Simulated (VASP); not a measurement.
# PbSe (Pm-3m) in VASP: further runs, part 2 of 2

VASP 6.6.1. The steps go on from the part before.

### Step 3. Single point, r2SCAN

Contents of POSCAR:

```
PbSe
1.0
    3.7843220000      0.0000000000      0.0000000000
    0.0000000000      3.7843220000      0.0000000000
    0.0000000000      0.0000000000      3.7843220000
Pb Se
1 1
Direct
    0.0000000000      0.0000000000      0.0000000000
    0.5000000000      0.5000000000      0.5000000000
```

Contents of INCAR.step1:

```
SYSTEM = PbSe
PREC     = Accurate       ! precision mode
ENCUT    = 520            ! plane-wave cutoff, eV
ISMEAR   = -1             ! smearing method
SIGMA    = 0.05           ! smearing width, eV
LREAL    = .FALSE.        ! projectors in reciprocal space
LASPH    = .TRUE.         ! aspherical terms in the spheres
NELM     = 80             ! most SCF steps
NBANDS   = 17             ! bands
GGA      = PE             ! functional
ALGO     = Normal         ! electronic algorithm
EDIFF    = 1E-4           ! SCF threshold, eV
LWAVE    = .TRUE.         ! write WAVECAR
LCHARG   = .FALSE.        ! write CHGCAR
```

Contents of INCAR.step2:

```
SYSTEM = PbSe
PREC     = Accurate       ! precision mode
ENCUT    = 520            ! plane-wave cutoff, eV
EDIFF    = 1E-6           ! SCF threshold, eV
ISMEAR   = -1             ! smearing method
SIGMA    = 0.05           ! smearing width, eV
LREAL    = .FALSE.        ! projectors in reciprocal space
LASPH    = .TRUE.         ! aspherical terms in the spheres
NELM     = 80             ! most SCF steps
ALGO     = Normal         ! electronic algorithm
ISIF     = 2              ! what is computed and relaxed
LWAVE    = .FALSE.        ! write WAVECAR
LCHARG   = .FALSE.        ! write CHGCAR
METAGGA  = R2SCAN         ! meta-GGA
LMIXTAU  = .TRUE.       
NBANDS   = 17             ! bands
ISTART   = 1
```

Contents of KPOINTS:

```
regular mesh
0
G
  7 7 7
  0 0 0
```

Potentials or basis: VASP PAW PBE potentials, release 64 (Pb_d, Se).

Command:

```bash
cat potpaw_PBE.64/Pb_d/POTCAR potpaw_PBE.64/Se/POTCAR > POTCAR
cp INCAR.step1 INCAR
mpirun -np 1 vasp_std > vasp.out
cp INCAR.step2 INCAR
mpirun -np 1 vasp_std > vasp.out
```

OUTCAR:

```text
SYSTEM = PbSe
   PREC = Accurate
   ENCUT = 520
   EDIFF = 1E-6
   ISMEAR = -1
   LREAL = .FALSE.
   LASPH = .TRUE.
   NELM = 80
   ISIF = 2
   METAGGA = R2SCAN
   ISTART = 1

 ion  position               nearest neighbor table
   1  0.000  0.000  0.000-   2 3.28   2 3.28   2 3.28   2 3.28   2 3.28   2 3.28   2 3.28   2 3.28

   2  0.500  0.500  0.500-   1 3.28   1 3.28   1 3.28   1 3.28   1 3.28   1 3.28   1 3.28   1 3.28

  LATTYP: Found a simple cubic cell.
 ALAT       =     3.7843220000

  Lattice vectors:

 A1 = (   3.7843220000,   0.0000000000,   0.0000000000)
 A2 = (   0.0000000000,   3.7843220000,   0.0000000000)
 A3 = (   0.0000000000,   0.0000000000,   3.7843220000)

Analysis of symmetry for initial positions (statically):
=====================================================================
 Subroutine PRICEL returns:
 Original cell was already a primitive cell.

 Routine SETGRP: Setting up the symmetry group for a
 simple cubic supercell.

 Subroutine GETGRP returns: Found 48 space group operations
 (whereof 48 operations were pure point group operations)
 out of a pool of 48 trial point group operations.

The static configuration has the point symmetry O_h .

Analysis of symmetry for dynamics (positions and initial velocities):
=====================================================================
 Subroutine PRICEL returns:
 Original cell was already a primitive cell.

 Routine SETGRP: Setting up the symmetry group for a
 simple cubic supercell.

 Subroutine GETGRP returns: Found 48 space group operations
 (whereof 48 operations were pure point group operations)
 out of a pool of 48 trial point group operations.

The dynamic configuration has the point symmetry O_h .

 Subroutine INISYM returns: Found 48 space group operations
 (whereof 48 operations are pure point group operations),
 and found     1 'primitive' translations

[... 105 lines left out ...]
   EFERMI_NEDOS =   21; number of points for ismear=-14 and -15
   IALGO  =     38    algorithm
   IMIX   =      4    mixing-type and parameters
     AMIX     =   0.40;   BMIX     =  1.00
     AMIX_MAG =   1.60;   BMIX_MAG =  1.00
  volume/ion in A,a.u.               =      27.10       182.87
  Fermi-wavevector in a.u.,A,eV,Ry     =   1.174258  2.219025 18.760817  1.378881
  Thomas-Fermi vector in A             =   2.310658
   LORBIT       =      0    0 simple, 1 ext, 2 COOP (PROOUT), +10 PAW based schemes
   METAGGA = R2SCAN    functional components
   LHFCALC =     F    Hartree Fock is set to
   AEXX    =    0.0000 exact exchange contribution
   IVDW    =     0    specifies the selected vdW correction
   LEPSILON=     F    determine dielectric tensor
   LRPA    =     F    only Hartree local field effects (RPA)
 non-spin polarized calculation
  energy-cutoff  :      520.00
  volume of cell :       54.20
 maximum number of plane-waves:      1474
   NGX = 15   NGY = 15   NGZ = 15

 number of electron      20.0000009 magnetization

 Free energy of the ion-electron system (eV)
  ---------------------------------------------------
  ext. energy  EPLUGINS =         0.00000000
  ---------------------------------------------------
  free energy    TOTEN  =       -71.40875401 eV

  energy without entropy =      -71.40049652  energy(sigma->0) =      -71.40462526

 E-fermi :   5.1884     XC(G=0): -10.4528

 val. band max:        5.1348074853   @ k =   0.1429   0.1429   0.1429
 cond. band min:       5.2173040004   @ k =   0.4286   0.4286   0.4286
 fundamental gap:      0.0824965151
 Fermi energy:         5.1884374098

 k-point     1 :       0.0000    0.0000    0.0000
  band No.  band energies     occupation
      1     -12.4642      2.00000
      2     -12.4642      2.00000
      3     -12.3119      2.00000
      4     -12.3119      2.00000
      5     -12.3119      2.00000
      6      -8.4911      2.00000
[... 377 lines left out ...]
      4     -12.2853      2.00000
      5     -12.2853      2.00000
      6      -6.5240      2.00000
[... 9 lines left out ...]
     16      19.1491      0.00000
     17      22.6582      0.00000

------------------------ aborting loop because EDIFF is reached ----------------------------------------

  FORCE on cell =-STRESS in cart. coord.  units (eV):
  Direction    XX          YY          ZZ          XY          YZ          ZX
  --------------------------------------------------------------------------------------
  -------------------------------------------------------------------------------------
  Total       -0.2412441     -0.2412441     -0.2412441      0.0000000      0.0000000      0.0000000
  in kB       -7.1318630     -7.1318630     -7.1318630      0.0000000      0.0000000      0.0000000
  external PRESSURE =      -7.1318630 kB  Pullay stress =       0.0000000 kB

 VOLUME and BASIS-vectors are now :
 -----------------------------------------------------------------------------
  energy-cutoff  :      520.00
  volume of cell :       54.20
      direct lattice vectors                 reciprocal lattice vectors
     3.784322000  0.000000000  0.000000000     0.264248127  0.000000000  0.000000000
     0.000000000  3.784322000  0.000000000     0.000000000  0.264248127  0.000000000
     0.000000000  0.000000000  3.784322000     0.000000000  0.000000000  0.264248127

 POSITION                                       TOTAL-FORCE (eV/Angst)
 -----------------------------------------------------------------------------------
      0.00000      0.00000      0.00000         0.000000      0.000000      0.000000
      1.89216      1.89216      1.89216         0.000000      0.000000      0.000000
 -----------------------------------------------------------------------------------
    total drift:                                0.000000      0.000000      0.000000

  FREE ENERGIE OF THE ION-ELECTRON SYSTEM (eV)
  ---------------------------------------------------
  free  energy   TOTEN  =       -71.4087540119 eV

  energy  without entropy=      -71.4004965157  energy(sigma->0) =      -71.40462526
```

OUTCAR.step1:

```text
SYSTEM = PbSe
   PREC = Accurate
   ENCUT = 520
   ISMEAR = -1
   LREAL = .FALSE.
   LASPH = .TRUE.
[... 614 lines left out ...]
      0.00000      0.00000      0.00000         0.000000      0.000000      0.000000
      1.89216      1.89216      1.89216         0.000000      0.000000      0.000000
 -----------------------------------------------------------------------------------
    total drift:                               -0.000000      0.000000      0.000000

  FREE ENERGIE OF THE ION-ELECTRON SYSTEM (eV)
  ---------------------------------------------------
  free  energy   TOTEN  =        -7.7196728600 eV

  energy  without entropy=       -7.7088914714  energy(sigma->0) =       -7.71428217
```

OSZICAR.step1:

```text
N       E                     dE             d eps       ncg     rms          rms(c)
DAV:   1     0.157101172835E+03    0.15710E+03   -0.95033E+03   680   0.120E+03
DAV:   2     0.345896687223E+01   -0.15364E+03   -0.14834E+03   706   0.312E+02
DAV:   3    -0.793220507925E+01   -0.11391E+02   -0.11145E+02   920   0.893E+01
DAV:   4    -0.816179740767E+01   -0.22959E+00   -0.22948E+00   806   0.141E+01
DAV:   5    -0.816980521059E+01   -0.80078E-02   -0.80074E-02   996   0.258E+00    0.289E+00
DAV:   6    -0.772418861151E+01    0.44562E+00   -0.10785E+00  1020   0.696E+00    0.150E+00
DAV:   7    -0.772106999109E+01    0.31186E-02   -0.98280E-02   773   0.152E+00    0.875E-01
DAV:   8    -0.772086266358E+01    0.20733E-03   -0.17314E-02   850   0.123E+00    0.201E-01
DAV:   9    -0.771976770893E+01    0.10950E-02   -0.79272E-03  1009   0.636E-01    0.744E-02
DAV:  10    -0.771967286002E+01    0.94849E-04   -0.95750E-04   866   0.197E-01
   1 F= -.77196729E+01 E0= -.77142822E+01  d E =-.107814E-01
```

It took 52 s on 1 thread of AMD EPYC 7R13 (Zen 3), shared host; peak memory 0.14 GiB.

Results:

- Free energy: -71.4088 eV
- Pressure: -0.7 GPa
- Band gap on the k mesh: 0.08 eV, indirect (least direct gap 1.33 eV)

Levels at points of the mesh, in eV from the valence-band top:
| k point | band 7 | band 8 | band 9 | band 10 | band 11 | band 12 | band 13 | band 14 |
| --- | --- | --- | --- | --- | --- | --- | --- | --- |
| (0.00, 0.00, 0.00) | -7.14 | -1.51 | -1.51 | -1.51 | 5.72 | 5.72 | 6.45 | 6.45 |

Caveat: the PAW data sets were made with another functional, which shifts forces and pressure a little; spin-orbit coupling is left out, which moves the levels of the heavy elements.

### Step 4. Single point, r2SCAN

This run uses another cell than the first one, of 27.64 Å³/atom, 1.020 times its volume.

Contents of POSCAR:

```
PbSe
1.0
    3.8093844655      0.0000000000      0.0000000000
    0.0000000000      3.8093844655      0.0000000000
    0.0000000000      0.0000000000      3.8093844655
Pb Se
1 1
Direct
    0.0000000000      0.0000000000      0.0000000000
    0.5000000000      0.5000000000      0.5000000000
```

Contents of INCAR.step1:

```
PREC = Accurate
ENCUT = 520
ISMEAR = -1
SIGMA = 0.05
LREAL = False
LASPH = True
NELM = 80
NBANDS = 17
GGA = PE
ALGO = Normal
EDIFF = 1E-4
LWAVE = True
LCHARG = False
```

Contents of INCAR.step2:

```
PREC = Accurate
ENCUT = 520
EDIFF = 1E-6
ISMEAR = -1
SIGMA = 0.05
LREAL = False
LASPH = True
NELM = 80
ALGO = Normal
ISIF = 2
LWAVE = False
LCHARG = False
METAGGA = R2SCAN
LMIXTAU = True
NBANDS = 17
ISTART = 1
```

Contents of KPOINTS:

```
regular mesh
0
Gamma
  7 7 7
```

Potentials or basis: VASP PAW PBE potentials, release 64 (Pb_d, Se).

Command:

```bash
cat potpaw_PBE.64/Pb_d/POTCAR potpaw_PBE.64/Se/POTCAR > POTCAR
cp INCAR.step1 INCAR
mpirun -np 1 vasp_std > vasp.out
cp INCAR.step2 INCAR
mpirun -np 1 vasp_std > vasp.out
```

OUTCAR:

```text
PREC = Accurate
   ENCUT = 520
   EDIFF = 1E-6
   ISMEAR = -1
   LREAL = False
   LASPH = True
   NELM = 80
   ISIF = 2
   METAGGA = R2SCAN
   ISTART = 1

 ion  position               nearest neighbor table
   1  0.000  0.000  0.000-   2 3.30   2 3.30   2 3.30   2 3.30   2 3.30   2 3.30   2 3.30   2 3.30

   2  0.500  0.500  0.500-   1 3.30   1 3.30   1 3.30   1 3.30   1 3.30   1 3.30   1 3.30   1 3.30

  LATTYP: Found a simple cubic cell.
[... 582 lines left out ...]

------------------------ aborting loop because EDIFF is reached ----------------------------------------

  FORCE on cell =-STRESS in cart. coord.  units (eV):
  Direction    XX          YY          ZZ          XY          YZ          ZX
  --------------------------------------------------------------------------------------
  -------------------------------------------------------------------------------------
  Total       -0.5710440     -0.5710440     -0.5710440     -0.0000000     -0.0000000      0.0000000
  in kB      -16.5506767    -16.5506767    -16.5506767     -0.0000000     -0.0000000      0.0000000
  external PRESSURE =     -16.5506767 kB  Pullay stress =       0.0000000 kB

 VOLUME and BASIS-vectors are now :
 -----------------------------------------------------------------------------
  energy-cutoff  :      520.00
  volume of cell :       55.28
      direct lattice vectors                 reciprocal lattice vectors
     3.809384465  0.000000000  0.000000000     0.262509602  0.000000000  0.000000000
     0.000000000  3.809384465  0.000000000     0.000000000  0.262509602  0.000000000
     0.000000000  0.000000000  3.809384465     0.000000000  0.000000000  0.262509602

 POSITION                                       TOTAL-FORCE (eV/Angst)
 -----------------------------------------------------------------------------------
      0.00000      0.00000      0.00000         0.000000      0.000000      0.000000
      1.90469      1.90469      1.90469         0.000000      0.000000      0.000000
 -----------------------------------------------------------------------------------
    total drift:                               -0.000000      0.000000      0.000000

  FREE ENERGIE OF THE ION-ELECTRON SYSTEM (eV)
  ---------------------------------------------------
  free  energy   TOTEN  =       -71.4010714351 eV

  energy  without entropy=      -71.3941327263  energy(sigma->0) =      -71.39760208
```

OSZICAR.step1:

```text
N       E                     dE             d eps       ncg     rms          rms(c)
DAV:   1     0.147975288734E+03    0.14798E+03   -0.96530E+03   688   0.122E+03
DAV:   2     0.232216758941E+01   -0.14565E+03   -0.14106E+03   746   0.306E+02
DAV:   3    -0.795088047589E+01   -0.10273E+02   -0.10114E+02   880   0.830E+01
DAV:   4    -0.817769956324E+01   -0.22682E+00   -0.22664E+00   832   0.140E+01
DAV:   5    -0.818553991820E+01   -0.78404E-02   -0.78400E-02   927   0.251E+00    0.288E+00
DAV:   6    -0.772077678918E+01    0.46476E+00   -0.11344E+00  1009   0.690E+00    0.147E+00
DAV:   7    -0.771744681396E+01    0.33300E-02   -0.10707E-01   764   0.156E+00    0.871E-01
DAV:   8    -0.771848145717E+01   -0.10346E-02   -0.27222E-02   867   0.141E+00    0.266E-01
DAV:   9    -0.771618813968E+01    0.22933E-02   -0.18486E-02   991   0.883E-01    0.110E-01
DAV:  10    -0.771593327790E+01    0.25486E-03   -0.42798E-03   978   0.388E-01    0.621E-02
DAV:  11    -0.771575757524E+01    0.17570E-03   -0.50877E-04   826   0.140E-01    0.115E-02
DAV:  12    -0.771575586334E+01    0.17119E-05   -0.64239E-05   411   0.383E-02
   1 F= -.77157559E+01 E0= -.77103550E+01  d E =-.108017E-01
```

Wall time 56 s (1 thread of AMD EPYC 7R13 (Zen 3), shared host); peak memory 0.14 GiB.

Results:

* Free energy: -71.4011 eV
* Pressure: -1.7 GPa
* Band gap on the k mesh: 0.13 eV, indirect (least direct gap 1.27 eV)

Levels at points of the mesh, in eV from the valence-band top:
| k point | band 6 | band 7 | band 8 | band 9 | band 10 | band 11 | band 12 | band 13 | band 14 | band 15 |
| --- | --- | --- | --- | --- | --- | --- | --- | --- | --- | --- |
| (0.00, 0.00, 0.00) | -13.48 | -7.19 | -1.45 | -1.45 | -1.45 | 5.74 | 5.74 | 6.31 | 6.31 | 6.31 |

Caveat: the PAW data sets were made with another functional, which shifts forces and pressure a little; spin-orbit coupling is left out, which moves the levels of the heavy elements. A k mesh can miss the band edges.

### Step 5. Single point, r2SCAN

This run uses another cell than the first one, of 28.18 Å³/atom, 1.040 times its volume.

Contents of POSCAR:

```
PbSe
1.0
    3.8341214214      0.0000000000      0.0000000000
    0.0000000000      3.8341214214      0.0000000000
    0.0000000000      0.0000000000      3.8341214214
Pb Se
1 1
Direct
    0.0000000000      0.0000000000      0.0000000000
    0.5000000000      0.5000000000      0.5000000000
```

Contents of INCAR.step1:

```
SYSTEM = PbSe
PREC = Accurate
ENCUT = 520
ISMEAR = -1
SIGMA = 0.05
LREAL = .FALSE.
LASPH = .TRUE.
NELM = 60
NBANDS = 17
GGA = PE
ALGO = Normal
EDIFF = 1E-4
LWAVE = .TRUE.
LCHARG = .FALSE.
```

Contents of INCAR.step2:

```
SYSTEM = PbSe
PREC = Accurate
ENCUT = 520
EDIFF = 1E-6
ISMEAR = -1
SIGMA = 0.05
LREAL = .FALSE.
LASPH = .TRUE.
NELM = 60
ALGO = Normal
ISIF = 2
LWAVE = .FALSE.
LCHARG = .FALSE.
METAGGA = R2SCAN
LMIXTAU = .TRUE.
NBANDS = 17
ISTART = 1
```

Contents of KPOINTS:

```
Automatic mesh
0
G
  7 7 7
  0 0 0
```

Command:

```bash
cat potpaw_PBE.64/Pb_d/POTCAR potpaw_PBE.64/Se/POTCAR > POTCAR
cp INCAR.step1 INCAR
mpirun -np 1 vasp_std > vasp.out
cp INCAR.step2 INCAR
mpirun -np 1 vasp_std > vasp.out
```

It took 63 s on 1 thread of AMD EPYC 7R13 (Zen 3), shared host; peak memory 0.15 GiB.

Results (log left out):

* Free energy: -71.3873 eV
* Pressure: -2.5 GPa
* Band gap on the k mesh: 0.16 eV, indirect (least direct gap 1.21 eV)

Levels at points of the mesh, in eV from the valence-band top:
| k point | band 7 | band 8 | band 9 | band 10 | band 11 | band 12 | band 13 | band 14 |
| --- | --- | --- | --- | --- | --- | --- | --- | --- |
| (0.00, 0.00, 0.00) | -7.25 | -1.41 | -1.41 | -1.41 | 5.75 | 5.75 | 6.17 | 6.17 |

Caveat: the PAW data sets were made with another functional, which shifts forces and pressure a little; spin-orbit coupling is left out, which moves the levels of the heavy elements. A k mesh can miss the band edges.

### Step 6. Single point, r2SCAN

This run uses another cell than the first one, of 28.72 Å³/atom, 1.060 times its volume.

Contents of POSCAR:

```
PbSe
1.0
    3.8585432354      0.0000000000      0.0000000000
    0.0000000000      3.8585432354      0.0000000000
    0.0000000000      0.0000000000      3.8585432354
Pb Se
1 1
Direct
    0.0000000000      0.0000000000      0.0000000000
    0.5000000000      0.5000000000      0.5000000000
```

Contents of INCAR.step1:

```
SYSTEM = PbSe
  ALGO = Normal
  EDIFF = 1E-4
  ENCUT = 520
  GGA = PE
  ISMEAR = -1
  LASPH = .TRUE.
  LCHARG = .FALSE.
  LREAL = .FALSE.
  LWAVE = .TRUE.
  NBANDS = 17
  NELM = 80
  PREC = Accurate
  SIGMA = 0.05
```

Contents of INCAR.step2:

```
SYSTEM = PbSe
  ALGO = Normal
  EDIFF = 1E-6
  ENCUT = 520
  ISIF = 2
  ISMEAR = -1
  ISTART = 1
  LASPH = .TRUE.
  LCHARG = .FALSE.
  LMIXTAU = .TRUE.
  LREAL = .FALSE.
  LWAVE = .FALSE.
  METAGGA = R2SCAN
  NBANDS = 17
  NELM = 80
  PREC = Accurate
  SIGMA = 0.05
```

Contents of KPOINTS:

```
k-points
0
G
  7 7 7
  0 0 0
```

Potentials or basis: VASP PAW PBE potentials, release 64 (Pb_d, Se).

Command:

```bash
cat potpaw_PBE.64/Pb_d/POTCAR potpaw_PBE.64/Se/POTCAR > POTCAR
cp INCAR.step1 INCAR
mpirun -np 1 vasp_std > vasp.out
cp INCAR.step2 INCAR
mpirun -np 1 vasp_std > vasp.out
```

Run time: 69 s. Hardware: 1 thread of AMD EPYC 7R13 (Zen 3), shared host; peak memory 0.15 GiB.

It converged, with:

| Property | Result |
| --- | --- |
| Free energy | -71.3678 eV |
| Pressure | -3.3 GPa |
| Band gap on the k mesh | 0.18 eV, indirect (least direct gap 1.16 eV) |

Levels at points of the mesh, in eV from the valence-band top:
| k point | band 7 | band 8 | band 9 | band 10 | band 11 | band 12 | band 13 | band 14 |
| --- | --- | --- | --- | --- | --- | --- | --- | --- |
| (0.00, 0.00, 0.00) | -7.31 | -1.37 | -1.37 | -1.37 | 5.75 | 5.75 | 6.02 | 6.02 |

Caveat: the PAW data sets were made with another functional, which shifts forces and pressure a little; spin-orbit coupling is left out, which moves the levels of the heavy elements. A k mesh can miss the band edges.

### Step 7. The runs side by side

| level | cell | gap on the mesh (eV) | pressure (GPa) |
| --- | --- | --- | --- |
| PBE | a = 3.784 Å, 2 atoms | none | -0.2 |
| r2SCAN | a = 3.784 Å, 2 atoms | 0.08 | -0.7 |
| r2SCAN | a = 3.809 Å, 2 atoms | 0.13 | -1.7 |
| r2SCAN | a = 3.834 Å, 2 atoms | 0.16 | -2.5 |
| r2SCAN | a = 3.859 Å, 2 atoms | 0.18 | -3.3 |

Alike in all rows: task single point; potentials or basis VASP PAW PBE potentials, release 64 (Pb_d, Se); no spin polarisation; k mesh 7 × 7 × 7; cutoff (eV) 520; smearing fermi-dirac 0.05 eV.

Caveats: spin-orbit coupling is left out, which moves the levels of the heavy elements; the PAW data sets were made with another functional, which shifts forces and pressure a little (some runs).

Total energies depend on the potentials used, so only differences within one code and one set of settings carry meaning.
